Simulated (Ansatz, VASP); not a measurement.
# Two plane-wave programs on Si

```
CELL_PARAMETERS angstrom
0.00000 1.93585 1.93585
1.93585 0.00000 1.93585
1.93585 1.93585 0.00000
ATOMIC_POSITIONS crystal
Si 0.00000 0.00000 0.00000
```

Alike in both runs: functional PBE; k mesh 17 × 17 × 17; occupations fermi-dirac, width 0.1 eV; no spin polarisation.

Ansatz relaxed the structure, and its values are those at the end. VASP's run is a single point on that final structure, the one shown.

```csv
,VASP,Ansatz
version,VASP 6.6.1,Ansatz 0.2.0
potentials or method,"VASP PAW PBE potentials, release 64 (Si)","PAW with Ansatz's default frozen-core files, scalar-relativistic"
plane-wave cutoff (eV),500,420
valence electrons in the cell,4,4
```

|  | VASP | Ansatz | Ansatz less VASP |
| --- | --- | --- | --- |
| pressure (GPa) | -0.1 | 0.0 | +0.03 |

With one functional, cell and mesh, what is left measures potentials, basis and numerics.
